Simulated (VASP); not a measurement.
# Ga8P8H (a cell with a defect) in VASP: a series of runs

Ga8P8H (a cell with a defect) is run at these levels: PBE; tasks: single point.

Program: VASP 6.6.1. These are calculated values, not measurements. Logs are shortened: lines on timing, memory, paths and dates and some standing lists are left out, and cuts for length are marked.

## 1. The cell of the first run

The cell holds a defect, 17 atoms: a = 7.785 Å, b = 7.785 Å, c = 7.785 Å, α = 60.00°, β = 60.00°, γ = 60.00°.

## 2. Single point, PBE

Contents of INCAR:

```
SYSTEM = Ga8P8H
ALGO     = Normal         ! electronic algorithm
EDIFF    = 1E-6           ! SCF threshold, eV
ENCUT    = 520            ! plane-wave cutoff, eV
GGA      = PE             ! functional
ISIF     = 2              ! what is computed and relaxed
ISMEAR   = 0              ! smearing method
LASPH    = .TRUE.         ! aspherical terms in the spheres
LCHARG   = .TRUE.         ! write CHGCAR
LELF     = .TRUE.         ! ELF
LREAL    = Auto         
LVHAR    = .TRUE.       
LWAVE    = .FALSE.        ! write WAVECAR
NBANDS   = 86             ! bands
NELECT   = 144.0        
NELM     = 100            ! most SCF steps
PREC     = Accurate       ! precision mode
SIGMA    = 0.01           ! smearing width, eV
```

Contents of KPOINTS:

```
k-points
0
G
  1 1 1
  0 0 0
```

Contents of POSCAR:

```
Ga8P8H
1.0
    0.0000000000      5.5051169764     -5.5051169764
    5.5051169764      5.5051169764      0.0000000000
    5.5051169764      0.0000000000     -5.5051169764
Ga P H
8 8 1
Direct
    0.4974534651      0.4974534651      0.0025465349
    0.4974534651      0.0025465349      0.0025465349
    1.0025465349      0.4974534651      0.0025465349
    1.0000000000      0.0000000000      0.0000000000
    0.5000000000      0.5000000000      0.5000000000
    0.4974534651      0.0025465349      0.4974534651
    1.0025465349      0.4974534651      0.4974534651
    1.0025465349      0.0025465349      0.4974534651
    0.3743156954      0.3743156954      0.3743156954
    0.3743156954      0.8770529137      0.3743156954
    0.8770529137      0.3743156954      0.3743156954
    0.8606173027      0.8606173027      0.4181480919
    0.3743156954      0.3743156954      0.8770529137
    0.4181480919      0.8606173027      0.8606173027
    0.8606173027      0.4181480919      0.8606173027
    0.8606173027      0.8606173027      0.8606173027
    0.7500000000      0.7500000000      0.7500000000
```

Potentials or basis: VASP PAW PBE potentials, release 64 (Ga_d, P, H).

Command:

```bash
cat potpaw_PBE.64/Ga_d/POTCAR potpaw_PBE.64/P/POTCAR potpaw_PBE.64/H/POTCAR > POTCAR
mpirun -np 1 vasp_gam > vasp.out
```

OUTCAR:

```text
SYSTEM = Ga8P8H
   EDIFF = 1E-6
   ENCUT = 520
   GGA = PE
   ISIF = 2
   ISMEAR = 0
   LASPH = .TRUE.
   LREAL = Auto
   NELECT = 144.0
   NELM = 100
   PREC = Accurate

 ion  position               nearest neighbor table
   1  0.497  0.497  0.003-  14 2.33  15 2.33   9 2.36  13 2.36
   2  0.497  0.003  0.003-  14 2.33  16 2.33  10 2.36  13 2.36
   3  0.003  0.497  0.003-  15 2.33  16 2.33  11 2.36  13 2.36
   4  0.000  0.000  0.000-  15 2.66  14 2.66  12 2.66  16 2.66
   5  0.500  0.500  0.500-  10 2.40  11 2.40  13 2.40   9 2.40
   6  0.497  0.003  0.497-  12 2.33  14 2.33   9 2.36  10 2.36
[... 8 lines left out ...]
  15  0.861  0.418  0.861-   1 2.33   3 2.33   7 2.33   4 2.66
  16  0.861  0.861  0.861-   2 2.33   3 2.33   8 2.33   4 2.66
  17  0.750  0.750  0.750-

  LATTYP: Found a face centered cubic cell.
 ALAT       =    11.0102339528

  Lattice vectors:

 A1 = (   0.0000000000,   5.5051169764,  -5.5051169764)
 A2 = (   5.5051169764,   5.5051169764,   0.0000000000)
 A3 = (   5.5051169764,   0.0000000000,  -5.5051169764)

Analysis of symmetry for initial positions (statically):
=====================================================================
 Subroutine PRICEL returns:
 Original cell was already a primitive cell.

 Routine SETGRP: Setting up the symmetry group for a
 face centered cubic supercell.

 Subroutine GETGRP returns: Found 24 space group operations
 (whereof 24 operations were pure point group operations)
 out of a pool of 48 trial point group operations.

The static configuration has the point symmetry T_d .

Analysis of symmetry for dynamics (positions and initial velocities):
=====================================================================
 Subroutine PRICEL returns:
 Original cell was already a primitive cell.

 Routine SETGRP: Setting up the symmetry group for a
 face centered cubic supercell.

 Subroutine GETGRP returns: Found 24 space group operations
 (whereof 24 operations were pure point group operations)
 out of a pool of 48 trial point group operations.

The dynamic configuration has the point symmetry T_d .

 Subroutine INISYM returns: Found 24 space group operations
 (whereof 24 operations are pure point group operations),
 and found     1 'primitive' translations

----------------------------------------------------------------------------------------

                                     Primitive cell

  volume of cell :     333.6796
[... 100 lines left out ...]
   NFREE  =      0    steps in history (QN), initial steepest desc. (CG)
   ISIF   =      2    stress and relaxation
   ISYM   =      2    0-nonsym 1-usesym 2-fastsym
   POTIM  = 0.5000    time-step for ionic-motion
   TEBEG  =    0.0;   TEEND  =   0.0 temperature during run
   PSTRESS=    0.0 pullay stress
   NELECT =     144.0000    total number of electrons
   NUPDOWN=      -1.0000    fix difference up-down
   EMIN   =  10.00;   EMAX   =-10.00  energy-range for DOS
   EFERMI =   0.00;   METHOD = LEGACY
   ISMEAR =     0;   SIGMA  =   0.01  broadening in eV -4-tet -1-fermi 0-gaus
   EFERMI_NEDOS =   21; number of points for ismear=-14 and -15
   IALGO  =     38    algorithm
   IMIX   =      4    mixing-type and parameters
     AMIX     =   0.40;   BMIX     =  1.00
     AMIX_MAG =   1.60;   BMIX_MAG =  1.00
  volume/ion in A,a.u.               =      19.63       132.46
  Fermi-wavevector in a.u.,A,eV,Ry     =   1.237141  2.337857 20.823951  1.530517
  Thomas-Fermi vector in A             =   2.371720
   LORBIT       =      0    0 simple, 1 ext, 2 COOP (PROOUT), +10 PAW based schemes
   GGA     = PE    functional components
   LHFCALC =     F    Hartree Fock is set to
   AEXX    =    0.0000 exact exchange contribution
   IVDW    =     0    specifies the selected vdW correction
   LEPSILON=     F    determine dielectric tensor
   LRPA    =     F    only Hartree local field effects (RPA)
 non-spin polarized calculation
 Gauss-broadening in eV      SIGMA  =   0.01
  energy-cutoff  :      520.00
  volume of cell :      333.68
 maximum number of plane-waves:      4545
 NGX is ok and might be reduce to    60
   NGX = 29   NGY = 29   NGZ = 29

 number of electron     144.0000006 magnetization

 Free energy of the ion-electron system (eV)
  ---------------------------------------------------
  ext. energy  EPLUGINS =         0.00000000
  ---------------------------------------------------
  free energy    TOTEN  =       -63.02408970 eV

  energy without entropy =      -63.00866346  energy(sigma->0) =      -63.01637658

 E-fermi :   4.7548     XC(G=0):  -9.5366

 val. band max:        4.7518008557   @ k =   0.0000   0.0000   0.0000
 cond. band min:       6.0539236427   @ k =   0.0000   0.0000   0.0000
 fundamental gap:      1.3021227870
 Fermi energy:         4.7548464444

 k-point     1 :       0.0000    0.0000    0.0000
  band No.  band energies     occupation
      1     -10.3536      2.00000
      2     -10.3536      2.00000
      3     -10.3536      2.00000
      4     -10.2730      2.00000
      5     -10.2730      2.00000
      6     -10.2730      2.00000
[... 76 lines left out ...]
     83       6.7638      0.00000
     84       8.4130      0.00000
 [bands above 84 left out]

------------------------ aborting loop because EDIFF is reached ----------------------------------------

  FORCE on cell =-STRESS in cart. coord.  units (eV):
  Direction    XX          YY          ZZ          XY          YZ          ZX
  --------------------------------------------------------------------------------------
  -------------------------------------------------------------------------------------
  Total        5.5997297      5.5997297      5.5997297      0.0000000      0.0000000      0.0000000
  in kB       26.8873496     26.8873496     26.8873496      0.0000000      0.0000000      0.0000000
  external PRESSURE =      26.8873496 kB  Pullay stress =       0.0000000 kB

 VOLUME and BASIS-vectors are now :
 -----------------------------------------------------------------------------
  energy-cutoff  :      520.00
  volume of cell :      333.68
      direct lattice vectors                 reciprocal lattice vectors
     0.000000000  5.505116976 -5.505116976    -0.090824591  0.090824591 -0.090824591
     5.505116976  5.505116976  0.000000000     0.090824591  0.090824591  0.090824591
     5.505116976  0.000000000 -5.505116976     0.090824591 -0.090824591 -0.090824591

 POSITION                                       TOTAL-FORCE (eV/Angst)
 -----------------------------------------------------------------------------------
      2.75256      5.47708     -2.75256        -0.000000     -0.005823      0.000000
      0.02804      2.75256     -2.75256         0.005823     -0.000000      0.000000
      2.75256      2.75256     -0.02804        -0.000000     -0.000000     -0.005823
      0.00000      0.00000      0.00000        -0.000000     -0.000000      0.000000
      5.50512      5.50512     -5.50512        -0.000000     -0.000000      0.000000
      2.75256      2.75256     -5.47708        -0.000000     -0.000000      0.005823
[... 9 lines left out ...]
      9.47560      9.47560     -9.47560         0.001336      0.001336     -0.001336
      8.25768      8.25768     -8.25768        -0.000000     -0.000000      0.000000
 -----------------------------------------------------------------------------------
    total drift:                               -0.000016     -0.000016      0.000016

  FREE ENERGIE OF THE ION-ELECTRON SYSTEM (eV)
  ---------------------------------------------------
  free  energy   TOTEN  =       -63.0240896960 eV

  energy  without entropy=      -63.0086634641  energy(sigma->0) =      -63.01637658
```

OSZICAR:

```text
N       E                     dE             d eps       ncg     rms          rms(c)
DAV:   1     0.206904054538E+04    0.20690E+04   -0.59599E+04   216   0.314E+03
DAV:   2     0.450150363937E+03   -0.16189E+04   -0.15362E+04   172   0.900E+02
DAV:   3    -0.691935475697E+01   -0.45707E+03   -0.42547E+03   216   0.268E+02
DAV:   4    -0.622464480694E+02   -0.55327E+02   -0.52318E+02   192   0.883E+01
DAV:   5    -0.663664974574E+02   -0.41200E+01   -0.40385E+01   224   0.238E+01    0.130E+01
DAV:   6    -0.631782385127E+02    0.31883E+01   -0.10040E+01   240   0.204E+01    0.830E+00
DAV:   7    -0.629472898869E+02    0.23095E+00   -0.35102E+00   192   0.618E+00    0.374E+00
DAV:   8    -0.630014727989E+02   -0.54183E-01   -0.49950E-01   184   0.706E+00    0.104E+00
DAV:   9    -0.630196678786E+02   -0.18195E-01   -0.98714E-02   224   0.259E+00    0.280E-01
DAV:  10    -0.630214825810E+02   -0.18147E-02   -0.17512E-02   216   0.118E+00    0.154E-01
DAV:  11    -0.630235431748E+02   -0.20606E-02   -0.65647E-03   208   0.362E-01    0.695E-02
DAV:  12    -0.630239789690E+02   -0.43579E-03   -0.49993E-04   216   0.238E-01    0.421E-02
DAV:  13    -0.630240801714E+02   -0.10120E-03   -0.24188E-04   200   0.847E-02    0.175E-02
DAV:  14    -0.630240888764E+02   -0.87050E-05   -0.44975E-05   218   0.566E-02    0.752E-03
DAV:  15    -0.630240896960E+02   -0.81965E-06   -0.56048E-06   160   0.172E-02
   1 F= -.63024090E+02 E0= -.63016377E+02  d E =-.154262E-01
```

Wall time 89 s (1 thread of Intel Xeon Platinum 8488C (Sapphire Rapids), shared host); peak memory 0.46 GiB.

Results:

| Quantity | Value |
| --- | --- |
| Free energy | -63.0241 eV |
| Largest force | 0.023 eV/Å |

Forces on the atoms (eV/Å):
```
Ga   0.000 -0.006  0.000
Ga   0.006  0.000  0.000
Ga   0.000  0.000 -0.006
Ga   0.000  0.000  0.000
Ga   0.000  0.000  0.000
Ga   0.000  0.000  0.006
Ga  -0.006  0.000  0.000
Ga   0.000  0.006  0.000
P   -0.014 -0.014  0.014
P    0.014  0.014  0.014
P   -0.014  0.014 -0.014
P   -0.001  0.001  0.001
P    0.014 -0.014 -0.014
P    0.001 -0.001  0.001
P   -0.001 -0.001 -0.001
P    0.001  0.001 -0.001
H    0.000  0.000  0.000
```

Levels at points of the mesh, in eV from the Fermi level:
| k point | band 69 | band 70 | band 71 | band 72 | band 73 | band 74 | band 75 | band 76 | band 77 | band 78 |
| --- | --- | --- | --- | --- | --- | --- | --- | --- | --- | --- |
| (0.00, 0.00, 0.00) | -0.98 | -0.98 | 0.00 | 0.00 | 0.00 | 1.30 | 1.32 | 1.32 | 1.32 | 1.40 |

Caveat: the k points lie up to 0.99 Å⁻¹ apart; the cell carries a net charge on a neutralising background, which shifts energy and pressure; the cell is charged against a uniform background, so pressure and absolute levels hang on convention.

## 3. Single point, PBE

Contents of INCAR:

```
SYSTEM = Ga8P8H
PREC = Accurate ; ENCUT = 520
EDIFF = 1E-6 ; ISMEAR = 0
SIGMA = 0.01 ; LREAL = Auto
LASPH = .TRUE. ; NELM = 100
ALGO = Normal ; ISIF = 2
LWAVE = .FALSE. ; LCHARG = .TRUE.
GGA = PE ; LELF = .TRUE.
LVHAR = .TRUE. ; NELECT = 146.0
NBANDS = 86
```

Contents of KPOINTS:

```
regular mesh
0
G
  1 1 1
  0 0 0
```

Contents of POSCAR:

```
Ga8P8H
1.0
    0.0000000000      5.5051169764     -5.5051169764
    5.5051169764      5.5051169764      0.0000000000
    5.5051169764      0.0000000000     -5.5051169764
Ga P H
8 8 1
Direct
    0.5029543713      0.5029543713     -0.0029543713
    0.5029543713     -0.0029543713     -0.0029543713
    0.9970456287      0.5029543713     -0.0029543713
    1.0000000000      0.0000000000      0.0000000000
    0.5000000000      0.5000000000      0.5000000000
    0.5029543713     -0.0029543713      0.5029543713
    0.9970456287      0.5029543713      0.5029543713
    0.9970456287     -0.0029543713      0.5029543713
    0.3738947509      0.3738947509      0.3738947509
    0.3738947509      0.8783157472      0.3738947509
    0.8783157472      0.3738947509      0.3738947509
    0.8668320936      0.8668320936      0.3995037192
    0.3738947509      0.3738947509      0.8783157472
    0.3995037192      0.8668320936      0.8668320936
    0.8668320936      0.3995037192      0.8668320936
    0.8668320936      0.8668320936      0.8668320936
    0.7500000000      0.7500000000      0.7500000000
```

Potentials or basis: VASP PAW PBE potentials, release 64 (Ga_d, P, H).

Command:

```bash
cat potpaw_PBE.64/Ga_d/POTCAR potpaw_PBE.64/P/POTCAR potpaw_PBE.64/H/POTCAR > POTCAR
mpirun -np 1 vasp_gam > vasp.out
```

It took 1.9 min on 1 thread of Intel Xeon Platinum 8488C (Sapphire Rapids), shared host; peak memory 0.46 GiB.

Results (log left out):

| Item | Value |
| --- | --- |
| Free energy | -53.4816 eV |
| Largest force | 0.020 eV/Å |

Forces on the atoms (eV/Å):
```
Ga   0.000 -0.013  0.000
Ga   0.013  0.000  0.000
Ga   0.000  0.000 -0.013
Ga   0.000  0.000  0.000
Ga   0.000  0.000  0.000
Ga   0.000  0.000  0.013
Ga  -0.013  0.000  0.000
Ga   0.000  0.013  0.000
P    0.011  0.011 -0.011
P   -0.011 -0.011 -0.011
P    0.011 -0.011  0.011
P   -0.011  0.011  0.011
P   -0.011  0.011  0.011
P    0.011 -0.011  0.011
P   -0.011 -0.011 -0.011
P    0.011  0.011 -0.011
H    0.000  0.000  0.000
```

Levels at points of the mesh, in eV from the Fermi level:
```tsv
k point	band 70	band 71	band 72	band 73	band 74	band 75	band 76	band 77
(0.00, 0.00, 0.00)	-1.05	-0.05	-0.05	-0.05	1.15	1.15	1.15	1.20
```

Caveat: the k points lie up to 0.99 Å⁻¹ apart; the cell carries a net charge on a neutralising background, which shifts energy and pressure; the cell is charged against a uniform background, so pressure and absolute levels hang on convention.

## 4. Single point, PBE, collinear spin

Contents of INCAR:

```
ALGO = Normal ; EDIFF = 1E-6
ENCUT = 520 ; GGA = PE
ISIF = 2 ; ISMEAR = 0
ISPIN = 2 ; LASPH = T
LCHARG = F ; LORBIT = 11
LREAL = Auto ; LWAVE = F
MAGMOM = 0.091 0.091 0.091 0 0 0.091 0.091 0.091 0 0 0 0.091 0 0.091 0.091 0.091 0.091 ; NBANDS = 90
NELM = 150 ; PREC = Accurate
SIGMA = 0.01
```

Contents of KPOINTS:

```
k-points
0
Gamma
  1 1 1
```

Contents of POSCAR:

```
Ga8P8H
1.0
    0.0000000000      5.5051169764     -5.5051169764
    5.5051169764      5.5051169764      0.0000000000
    5.5051169764      0.0000000000     -5.5051169764
Ga P H
8 8 1
Direct
    0.5004314394      0.5004314394     -0.0004314394
    0.5004314394     -0.0004314394     -0.0004314394
    0.9995685606      0.5004314394     -0.0004314394
    1.0000000000      0.0000000000      0.0000000000
    0.5000000000      0.5000000000      0.5000000000
    0.5004314394     -0.0004314394      0.5004314394
    0.9995685606      0.5004314394      0.5004314394
    0.9995685606     -0.0004314394      0.5004314394
    0.3741534958      0.3741534958      0.3741534958
    0.3741534958      0.8775395127      0.3741534958
    0.8775395127      0.3741534958      0.3741534958
    0.8645168323      0.8645168323      0.4064495031
    0.3741534958      0.3741534958      0.8775395127
    0.4064495031      0.8645168323      0.8645168323
    0.8645168323      0.4064495031      0.8645168323
    0.8645168323      0.8645168323      0.8645168323
    0.7500000000      0.7500000000      0.7500000000
```

Command:

```bash
cat potpaw_PBE.64/Ga_d/POTCAR potpaw_PBE.64/P/POTCAR potpaw_PBE.64/H/POTCAR > POTCAR
mpirun -np 1 vasp_gam > vasp.out
```

Wall time 4.1 min (1 thread of Intel Xeon Platinum 8488C (Sapphire Rapids), shared host); peak memory 0.63 GiB.

It converged, with:

```yaml
Free_energy: -58.2945 eV
Pressure: 7.1 GPa
Largest_force: 0.019 eV/Å
Band_gap_on_the_k_mesh: zero (filled and empty bands touch)
Net_moment: 1.00 μB per cell
Site_moments: Ga +0.01, +0.04, +0.00; P +0.04, +0.09; H -0.00 μB
Valence_electrons_inside_the_program's_atomic_spheres: Ga 11.71, 11.57, 11.64; P 2.60, 2.58; H 0.46
```

Forces in eV/Å, atoms in the order of the input:
```
Ga   0.000  0.009  0.000
Ga  -0.009  0.000  0.000
Ga   0.000  0.000  0.009
Ga   0.000  0.000  0.000
Ga   0.000  0.000  0.000
Ga   0.000  0.000 -0.009
Ga   0.009  0.000  0.000
Ga   0.000 -0.009  0.000
P   -0.011 -0.011  0.011
P    0.011  0.011  0.011
P   -0.011  0.011 -0.011
P    0.005 -0.005 -0.005
P    0.011 -0.011 -0.011
P   -0.005  0.005 -0.005
P    0.005  0.005  0.005
P   -0.005 -0.005  0.005
H    0.000  0.000  0.000
```

Levels at points of the mesh, in eV from the Fermi level:
Spin up:
| k point | band 71 | band 72 | band 73 | band 74 | band 75 | band 76 |
| --- | --- | --- | --- | --- | --- | --- |
| (0.00, 0.00, 0.00) | -0.13 | -0.13 | -0.13 | 1.19 | 1.19 | 1.19 |
Spin down:
| k point | band 70 | band 71 | band 72 | band 73 | band 74 | band 75 | band 76 | band 77 |
| --- | --- | --- | --- | --- | --- | --- | --- | --- |
| (0.00, 0.00, 0.00) | -1.01 | 0.00 | 0.00 | 0.00 | 1.22 | 1.22 | 1.22 | 1.24 |

Caveat: the k points lie up to 0.99 Å⁻¹ apart.

(Continued in part 2 of 2.)
